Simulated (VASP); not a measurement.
# C (Fd-3m) in VASP: a series of runs

The runs below take C through relaxation of cell and atoms, with r2SCAN.

Program: VASP 6.6.1. These are calculated values, not measurements. Logs are shortened: lines on timing, memory, paths and dates and some standing lists are left out, and cuts for length are marked.

### Step 1. The cell of the first run

It takes space group Fd-3m (No. 227, cubic). Conventional cell: a = 3.560 Å, b = 3.560 Å, c = 3.560 Å, α = 90.00°, β = 90.00°, γ = 90.00°. C (site symmetry -43m) has 4 C at 1.54 Å within 2.1 Å.

### Step 2. Relaxation of cell and atoms, r2SCAN, target pressure 7 GPa, at which the enthalpy is minimised

Contents of POSCAR:

```
C
1.0
    1.7801407966      1.7801407966      0.0000000000
   -1.7801407966      1.7801407966      0.0000000000
    0.0000000000      1.7801407966      1.7801407966
C
2
Direct
    0.5000000000      0.5000000000      0.0000000000
    0.7500000000      0.2500000000      0.5000000000
```

Contents of INCAR.step1:

```
PREC = Accurate
ENCUT = 600
ISMEAR = 0
SIGMA = 0.01
LREAL = False
LASPH = True
NELM = 100
GGA = PE
ALGO = Normal
EDIFF = 1E-4
LWAVE = True
LCHARG = False
```

Contents of INCAR.step2:

```
PREC = Accurate
ENCUT = 600
EDIFF = 1E-6
ISMEAR = 0
SIGMA = 0.01
LREAL = False
LASPH = True
NELM = 100
ALGO = Normal
ISIF = 3
LWAVE = False
LCHARG = False
METAGGA = R2SCAN
LMIXTAU = True
IBRION = 2
NSW = 100
EDIFFG = -0.002
PSTRESS = 70.0
ISTART = 1
```

Contents of KPOINTS:

```
regular mesh
0
Gamma
  12 12 12
```

Potentials or basis: VASP PAW PBE potentials, release 64 (C).

Started as:

```sh
> cat potpaw_PBE.64/C/POTCAR > POTCAR
> cp INCAR.step1 INCAR
> mpirun -np 1 vasp_std > vasp.out
> cp INCAR.step2 INCAR
> mpirun -np 1 vasp_std > vasp.out
```

OUTCAR:

```text
PREC = Accurate
   ENCUT = 600
   EDIFF = 1E-6
   ISMEAR = 0
   LREAL = False
   LASPH = True
   NELM = 100
   ISIF = 3
   METAGGA = R2SCAN
   IBRION = 2
   NSW = 100
   EDIFFG = -0.002
   PSTRESS = 70.0
   ISTART = 1

 ion  position               nearest neighbor table
   1  0.500  0.500  0.000-   2 1.54   2 1.54   2 1.54   2 1.54
   2  0.750  0.250  0.500-   1 1.54   1 1.54   1 1.54   1 1.54

  LATTYP: Found a face centered cubic cell.
 ALAT       =     3.5602815932

  Lattice vectors:

 A1 = (   0.0000000000,   1.7801407966,   1.7801407966)
 A2 = (   1.7801407966,   0.0000000000,   1.7801407966)
 A3 = (   1.7801407966,   1.7801407966,   0.0000000000)

Analysis of symmetry for initial positions (statically):
=====================================================================
 Subroutine PRICEL returns:
 Original cell was already a primitive cell.

 Routine SETGRP: Setting up the symmetry group for a
 face centered cubic supercell.

 Subroutine GETGRP returns: Found 48 space group operations
 (whereof 24 operations were pure point group operations)
 out of a pool of 48 trial point group operations.

The static configuration has the point symmetry T_d .
 The point group associated with its full space group is O_h .

Analysis of symmetry for dynamics (positions and initial velocities):
=====================================================================
 Subroutine PRICEL returns:
 Original cell was already a primitive cell.

 Routine SETGRP: Setting up the symmetry group for a
 face centered cubic supercell.

 Subroutine GETGRP returns: Found 48 space group operations
 (whereof 24 operations were pure point group operations)
 out of a pool of 48 trial point group operations.

The dynamic configuration has the point symmetry T_d .
 The point group associated with its full space group is O_h .

 Subroutine INISYM returns: Found 48 space group operations
 (whereof 24 operations are pure point group operations),
 and found     1 'primitive' translations

----------------------------------------------------------------------------------------

                                     Primitive cell

  volume of cell :      11.2822

  direct lattice vectors                    reciprocal lattice vectors
     1.780140797  1.780140797  0.000000000     0.280876659  0.280876659 -0.280876659
    -1.780140797  1.780140797  0.000000000    -0.280876659  0.280876659 -0.280876659
     0.000000000  1.780140797  1.780140797     0.000000000  0.000000000  0.561753319

  length of vectors
     2.517499257  2.517499257  2.517499257     0.486492645  0.486492645  0.561753319

  position of ions in fractional coordinates (direct lattice)
     0.500000000  0.500000000  0.000000000
     0.750000000  0.250000000  0.500000000

  ion indices of the primitive-cell ions
   primitive index   ion index
                 1           1
                 2           2

----------------------------------------------------------------------------------------

 KPOINTS: regular mesh

Automatic generation of k-mesh.
 Grid dimensions read from file:
 generate k-points for:   12   12   12

 Generating k-lattice:

  Cartesian coordinates                     Fractional coordinates (reciprocal lattice)
     0.023406388  0.023406388 -0.023406388     0.083333333  0.000000000  0.000000000
    -0.023406388  0.023406388 -0.023406388     0.000000000  0.083333333  0.000000000
     0.000000000  0.000000000  0.046812777     0.000000000  0.000000000  0.083333333

  Length of vectors
     0.040541054  0.040541054  0.046812777

  Shift w.r.t. Gamma in fractional coordinates (k-lattice)
     0.000000000  0.000000000  0.000000000

 Subroutine IBZKPT returns following result:
 ===========================================

 Found     72 irreducible k-points:

 Following reciprocal coordinates:
            Coordinates               Weight
  0.000000  0.000000  0.000000      1.000000
  0.083333  0.000000  0.000000      8.000000
  0.166667  0.000000  0.000000      8.000000
  0.250000  0.000000  0.000000      8.000000
  0.333333  0.000000  0.000000      8.000000
  0.416667  0.000000  0.000000      8.000000
[... 16 lines left out ...]
  0.500000  0.166667  0.000000     24.000000
 -0.416667  0.166667  0.000000     24.000000
 [... further k-points ...]
   k-points           NKPTS =     72   k-points in BZ     NKDIM =     72   number of bands    NBANDS=      8
   number of dos      NEDOS =    301   number of ions     NIONS =      2
   total plane-waves  NPLWV =   8000
   dimension x,y,z NGX =    20 NGY =   20 NGZ =   20
   dimension x,y,z NGXF=    40 NGYF=   40 NGZF=   40
   ions per type =               2
   NGX,Y,Z   is equivalent  to a cutoff of  13.21, 13.21, 13.21 a.u.
   NGXF,Y,Z  is equivalent  to a cutoff of  26.41, 26.41, 26.41 a.u.
 SYSTEM =  unknown system
   PREC   = accura    normal or accurate (medium, high low for compatibility)
   ISTART =      1    job   : 0-new  1-cont  2-samecut
   ICHARG =      0    charge: 1-file 2-atom 10-const
   ISPIN  =      1    spin polarized calculation?
   LNONCOLLINEAR =      F non collinear calculations
   LSORBIT =      F    spin-orbit coupling
   LASPH  =      T    aspherical Exc in radial PAW
   ENCUT  =  600.0 eV  44.10 Ry    6.64 a.u.   5.03  5.03  5.03*2*pi/ulx,y,z
   NELM   =    100;   NELMIN=  2; NELMDL=  0     # of ELM steps
   EDIFF  = 0.1E-05   stopping-criterion for ELM
   LREAL  =      F    real-space projection
   EDIFFG = -.2E-02   stopping-criterion for IOM
   NSW    =    100    number of steps for IOM
   IBRION =      2    ionic relax: 0-MD 1-quasi-New 2-CG
   NFREE  =      1    steps in history (QN), initial steepest desc. (CG)
   ISIF   =      3    stress and relaxation
   ISYM   =      2    0-nonsym 1-usesym 2-fastsym
   POTIM  = 0.5000    time-step for ionic-motion
   TEBEG  =    0.0;   TEEND  =   0.0 temperature during run
   PSTRESS=   70.0 pullay stress
   NELECT =       8.0000    total number of electrons
   NUPDOWN=      -1.0000    fix difference up-down
   EMIN   =  10.00;   EMAX   =-10.00  energy-range for DOS
   EFERMI =   0.00;   METHOD = LEGACY
   ISMEAR =     0;   SIGMA  =   0.01  broadening in eV -4-tet -1-fermi 0-gaus
   EFERMI_NEDOS =   21; number of points for ismear=-14 and -15
   IALGO  =     38    algorithm
   IMIX   =      4    mixing-type and parameters
     AMIX     =   0.40;   BMIX     =  1.00
     AMIX_MAG =   1.60;   BMIX_MAG =  1.00
  volume/ion in A,a.u.               =       5.64        38.07
  Fermi-wavevector in a.u.,A,eV,Ry     =   1.459846  2.758710 28.996074  2.131151
  Thomas-Fermi vector in A             =   2.576365
   LORBIT       =      0    0 simple, 1 ext, 2 COOP (PROOUT), +10 PAW based schemes
   METAGGA = R2SCAN    functional components
   LHFCALC =     F    Hartree Fock is set to
   AEXX    =    0.0000 exact exchange contribution
   IVDW    =     0    specifies the selected vdW correction
   LEPSILON=     F    determine dielectric tensor
   LRPA    =     F    only Hartree local field effects (RPA)
 conjugate gradient relaxation of ions
 non-spin polarized calculation
 Gauss-broadening in eV      SIGMA  =   0.01
  energy-cutoff  :      600.00
  volume of cell :       11.28
 maximum number of plane-waves:       388
   NGX =  9   NGY =  9   NGZ =  9

--------------------------------------- Ionic step        1  -------------------------------------------

 number of electron       7.9999999 magnetization

 Free energy of the ion-electron system (eV)
  ---------------------------------------------------
  ext. energy  EPLUGINS =         0.00000000
  ---------------------------------------------------
  free energy    TOTEN  =       -19.66400436 eV

  energy without entropy =      -19.66400436  energy(sigma->0) =      -19.66400436

 E-fermi :   9.9270     XC(G=0): -14.2873

 val. band max:        9.7906689132   @ k =   0.0000   0.0000   0.0000
 cond. band min:      14.1461520384   @ k =  -0.3333   0.3333   0.0000
 fundamental gap:      4.3554831252
 Fermi energy:         9.9270128508

 k-point     1 :       0.0000    0.0000    0.0000
  band No.  band energies     occupation
      1     -12.9796      2.00000
      2       9.7907      2.00000
      3       9.7907      2.00000
      4       9.7907      2.00000
      5      15.6410      0.00000
      6      15.6410      0.00000
      7      15.6410      0.00000
      8      23.7385      0.00000

 k-point     2 :       0.0833    0.0000    0.0000
  band No.  band energies     occupation
      1     -12.7781      2.00000
      2       8.4681      2.00000
      3       9.4434      2.00000
      4       9.4434      2.00000
      5      16.0960      0.00000
      6      16.0960      0.00000
      7      16.4153      0.00000
      8      23.9378      0.00000
[... 309 lines left out ...]
  FREE ENERGIE OF THE ION-ELECTRON SYSTEM (eV)
  ---------------------------------------------------
  free  energy   TOTEN  =       -19.6444436261 eV

  energy  without entropy=      -19.6444436261  energy(sigma->0) =      -19.64444363

  enthalpy is  TOTEN    =       -19.1680311845 eV   P V=        0.4764124416

--------------------------------------- Ionic step        3  -------------------------------------------

 number of electron       7.9999999 magnetization

 Free energy of the ion-electron system (eV)
  ---------------------------------------------------
  ext. energy  EPLUGINS =         0.00000000
  ---------------------------------------------------
  free energy    TOTEN  =       -19.66038092 eV

  energy without entropy =      -19.66038092  energy(sigma->0) =      -19.66038092

 E-fermi :  10.1787     XC(G=0): -14.3663

 val. band max:       10.0008169994   @ k =   0.0000   0.0000   0.0000
 cond. band min:      14.3902283564   @ k =  -0.3333   0.3333   0.0000
 fundamental gap:      4.3894113570
 Fermi energy:        10.1786515593

 k-point     1 :       0.0000    0.0000    0.0000
  band No.  band energies     occupation
      1     -12.9697      2.00000
      2      10.0008      2.00000
      3      10.0008      2.00000
      4      10.0008      2.00000
      5      15.8906      0.00000
      6      15.8906      0.00000
      7      15.8906      0.00000
      8      24.2954      0.00000

 k-point     2 :       0.0833    0.0000    0.0000
  band No.  band energies     occupation
      1     -12.7663      2.00000
      2       8.6633      2.00000
      3       9.6480      2.00000
      4       9.6480      2.00000
      5      16.3529      0.00000
      6      16.3529      0.00000
      7      16.6836      0.00000
      8      24.4834      0.00000
[... 264 lines left out ...]
 POSITION                                       TOTAL-FORCE (eV/Angst)
 -----------------------------------------------------------------------------------
     -0.00000      1.77165      0.00000        -0.000000     -0.000000     -0.000000
      0.88583      2.65748      0.88583         0.000000      0.000000      0.000000
 -----------------------------------------------------------------------------------
    total drift:                                0.000000      0.000000      0.000000

  FREE ENERGIE OF THE ION-ELECTRON SYSTEM (eV)
  ---------------------------------------------------
  free  energy   TOTEN  =       -19.6603809183 eV

  energy  without entropy=      -19.6603809183  energy(sigma->0) =      -19.66038092

  enthalpy is  TOTEN    =       -19.1744729778 eV   P V=        0.4859079405

 reached required accuracy - stopping structural energy minimisation
```

Wall time 30 s (1 thread of Intel Xeon 6975P-C (Granite Rapids), shared host); peak memory 0.12 GiB.

Results:

* Free energy: -19.6604 eV
* Relaxed volume: 5.56 Å³/atom
* Relaxed cell: a = 2.505 Å, b = 2.505 Å, c = 2.505 Å, α = 60.00°, β = 60.00°, γ = 90.00°
* Space group after relaxing (to 0.05 Å): Fd-3m (No. 227)
* Energy change on relaxing (the enthalpy is what falls): +1.8 meV/atom
* Ionic steps: 3
* Pressure after relaxing: 7.0 GPa
* Band gap on the k mesh: 4.39 eV, indirect (least direct gap 5.89 eV)

Step by step:
| step | energy change (eV) | largest force (eV/Å) | pressure (GPa) | volume (Å³) |
| --- | --- | --- | --- | --- |
| 1 | 0.0000 | 0.0000 | 0.35 | 11.28 |
| 2 | 0.0196 | 0.0000 | 16.67 | 10.90 |
| 3 | 0.0036 | 0.0000 | 6.99 | 11.12 |

Final structure:
```yaml
crystal:
  lattice:
    - [1.77165, 1.77165, 0.00000]
    - [-1.77165, 1.77165, 0.00000]
    - [0.00000, 1.77165, 1.77165]
  atoms:
    - { symbol: C, position: [0.50000, 0.50000, 0.00000] }
    - { symbol: C, position: [0.75000, 0.25000, 0.50000] }
```

Levels at points of the mesh, in eV from the valence-band top:
| k point | band 2 | band 3 | band 4 | band 5 | band 6 | band 7 |
| --- | --- | --- | --- | --- | --- | --- |
| (0.00, 0.00, 0.00) | 0.00 | 0.00 | 0.00 | 5.89 | 5.89 | 5.89 |
| (0.50, 0.00, 0.00) | -14.27 | -3.03 | -3.03 | 8.96 | 8.96 | 9.41 |
| (0.50, 0.50, 0.00) | -13.73 | -6.79 | -6.79 | 5.04 | 5.04 | 18.19 |

Caveat: the cell is relaxed towards a set pressure, so the enthalpy falls and the energy may rise; the PAW data sets were made with another functional, which shifts forces and pressure a little. r2SCAN opens gaps a little over a GGA but as a rule still falls short of measured ones.

### Step 3. Relaxation of cell and atoms, r2SCAN, target pressure 10 GPa, at which the enthalpy is minimised

POSCAR is that of step 2.

Contents of INCAR.step1:

```
SYSTEM = C
  PREC = Accurate
  ENCUT = 600
  ISMEAR = 0
  SIGMA = 0.01
  LREAL = .FALSE.
  LASPH = .TRUE.
  NELM = 100
  GGA = PE
  ALGO = Normal
  EDIFF = 1E-4
  LWAVE = .TRUE.
  LCHARG = .FALSE.
```

Contents of INCAR.step2:

```
SYSTEM = C
  PREC = Accurate
  ENCUT = 600
  EDIFF = 1E-6
  ISMEAR = 0
  SIGMA = 0.01
  LREAL = .FALSE.
  LASPH = .TRUE.
  NELM = 100
  ALGO = Normal
  ISIF = 3
  LWAVE = .FALSE.
  LCHARG = .FALSE.
  METAGGA = R2SCAN
  LMIXTAU = .TRUE.
  IBRION = 2
  NSW = 100
  EDIFFG = -0.002
  PSTRESS = 100.0
  ISTART = 1
```

Contents of KPOINTS:

```
regular mesh
0
G
  12 12 12
  0 0 0
```

Potentials or basis: VASP PAW PBE potentials, release 64 (C).

Started as:

```sh
> cat potpaw_PBE.64/C/POTCAR > POTCAR
> cp INCAR.step1 INCAR
> mpirun -np 1 vasp_std > vasp.out
> cp INCAR.step2 INCAR
> mpirun -np 1 vasp_std > vasp.out
```

It took 29 s on 1 thread of Intel Xeon 6975P-C (Granite Rapids), shared host; peak memory 0.12 GiB.

It converged, with:

```yaml
Free_energy: -19.6568 eV
Relaxed_volume: 5.53 Å³/atom
Relaxed_cell: a = 2.500 Å, b = 2.500 Å, c = 2.500 Å, α = 60.00°, β = 60.00°, γ = 90.00°
Space_group_after_relaxing_to_0.05_Å: Fd-3m (No. 227)
Energy_change_on_relaxing_the_enthalpy_is_what_falls: +3.6 meV/atom
Ionic_steps: 3
Pressure_after_relaxing: 9.9 GPa
Band_gap_on_the_k_mesh: 4.40 eV, indirect (least direct gap 5.91 eV)
```

Step by step:
| step | energy change (eV) | largest force (eV/Å) | pressure (GPa) | volume (Å³) |
| --- | --- | --- | --- | --- |
| 1 | 0.0000 | 0.0000 | 0.35 | 11.28 |
| 2 | 0.0412 | 0.0000 | 24.78 | 10.74 |
| 3 | 0.0072 | 0.0000 | 9.95 | 11.05 |

Final structure:
```
C
1.0
     1.76802    1.76802    0.00000
    -1.76802    1.76802    0.00000
     0.00000    1.76802    1.76802
C
2
Cartesian
  0.0000 1.7680 0.0000
  0.8840 2.6520 0.8840
```

Levels at points of the mesh, in eV from the valence-band top:
| k point | band 1 | band 2 | band 3 | band 4 | band 5 | band 6 | band 7 | band 8 |
| --- | --- | --- | --- | --- | --- | --- | --- | --- |
| (0.00, 0.00, 0.00) | -23.06 | 0.00 | 0.00 | 0.00 | 5.91 | 5.91 | 5.91 | 14.44 |
| (0.50, 0.00, 0.00) | -16.96 | -14.34 | -3.05 | -3.05 | 8.99 | 8.99 | 9.50 | 16.95 |
| (0.50, 0.50, 0.00) | -13.78 | -13.78 | -6.82 | -6.82 | 5.06 | 5.06 | 18.29 | 18.29 |

Caveat: the cell is relaxed towards a set pressure, so the enthalpy falls and the energy may rise; the PAW data sets were made with another functional, which shifts forces and pressure a little. r2SCAN opens gaps a little over a GGA but as a rule still falls short of measured ones.

(Part 1 of 2 ends here.)
